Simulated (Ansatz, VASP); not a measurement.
Si3N4 in VASP and in Ansatz

The input INCAR:

```
SYSTEM = Si3N4
  ALGO = Normal
  EDIFF = 1E-6
  ENCUT = 520
  GGA = PE
  ISIF = 2
  ISMEAR = -1
  LASPH = .TRUE.
  LCHARG = .FALSE.
  LREAL = .FALSE.
  LWAVE = .FALSE.
  NBANDS = 45
  NELM = 80
  PREC = Accurate
  SIGMA = 0.02
```

The input KPOINTS:

```
k-points
0
G
  6 6 8
  0 0 0
```

File POSCAR:

```
Si3N4
1.0
    7.6056640558      0.0000000000      0.0000000000
   -3.8028320279      6.5866982850      0.0000000000
    0.0000000000      0.0000000000      2.8475335371
Si N
6 8
Direct
    0.2317359967      0.8248253450      0.7500000000
    0.4069106517      0.2317359967      0.2500000000
    0.8248253450      0.5930893483      0.2500000000
    0.1751746550      0.4069106517      0.7500000000
    0.5930893483      0.7682640033      0.7500000000
    0.7682640033      0.1751746550      0.2500000000
    0.3333333333      0.6666666667      0.7500000000
    0.6666666667      0.3333333333      0.2500000000
    0.9708948136      0.6698666591      0.7500000000
    0.3010281545      0.9708948136      0.2500000000
    0.6698666591      0.6989718455      0.2500000000
    0.3301333409      0.3010281545      0.7500000000
    0.0291051864      0.3301333409      0.2500000000
    0.6989718455      0.0291051864      0.7500000000
```

Input for Ansatz:

```yaml
crystal:
  lattice:
    - [7.6056640558, 0.0, 0.0]
    - [-3.8028320279, 6.586698285, 0.0]
    - [0.0, 0.0, 2.8475335371]
  atoms:
    - { symbol: Si, position: [0.2317359967, 0.824825345, 0.75] }
    - { symbol: Si, position: [0.4069106517, 0.2317359967, 0.25] }
    - { symbol: Si, position: [0.824825345, 0.5930893483, 0.25] }
    - { symbol: Si, position: [0.175174655, 0.4069106517, 0.75] }
    - { symbol: Si, position: [0.5930893483, 0.7682640033, 0.75] }
    - { symbol: Si, position: [0.7682640033, 0.175174655, 0.25] }
    - { symbol: "N", position: [0.3333333333, 0.6666666667, 0.75] }
    - { symbol: "N", position: [0.6666666667, 0.3333333333, 0.25] }
    - { symbol: "N", position: [0.9708948136, 0.6698666591, 0.75] }
    - { symbol: "N", position: [0.3010281545, 0.9708948136, 0.25] }
    - { symbol: "N", position: [0.6698666591, 0.6989718455, 0.25] }
    - { symbol: "N", position: [0.3301333409, 0.3010281545, 0.75] }
    - { symbol: "N", position: [0.0291051864, 0.3301333409, 0.25] }
    - { symbol: "N", position: [0.6989718455, 0.0291051864, 0.75] }
kpoints:
  mp_grid: { grid: [6, 6, 8] }
  band_path:
    path:
      - [0.0, 0.0, 0.0]
      - [0.5, 0.0, 0.0]
      - [0.3333333333, 0.3333333333, 0.0]
      - [0.0, 0.0, 0.5]
      - [0.5, 0.0, 0.5]
      - [0.3333333333, 0.3333333333, 0.5]
      - [0.0, 0.0, 0.15625]
      - [0.0, 0.0, 0.453125]
    npoints: 1
hamiltonian:
  xc: pbe
scf:
  occupations: { method: fermi_dirac, width: 0.02 }
  n_extra_bands: 7
output:
  forces: true
  stress: true
  eigenvalues: true
  write_density: true
  write_potential: true
  elf: true
  volumetric_format: npy
```

Change from the starting cell: uniaxial_z strain -2.0%.

Alike in both runs: task single point; functional PBE; k mesh 6 × 6 × 8; occupations fermi-dirac, width 0.02 eV; no spin polarisation.

|  | VASP | Ansatz |
| --- | --- | --- |
| version | VASP 6.6.1 | Ansatz 0.2.0 |
| potentials or method | VASP PAW PBE potentials, release 64 (Si, N) | plane waves, PAW |
| plane-wave cutoff (eV) | 520 | 420 |
| valence electrons in the cell | 64 | 64 |

```tsv
	VASP	Ansatz	Ansatz less VASP
gap on the k mesh at the Fermi level (eV)	4.66	4.67	+0.008
pressure (GPa)	11.0	11.3	+0.30
traceless stress, the component that is largest in VASP (GPa)	6.27	6.25	-0.016
rms of the force components (eV/Å)	0.026	0.026	-0.0003
```

Atom by atom the forces differ by 0.002 eV/Å (rms over components).
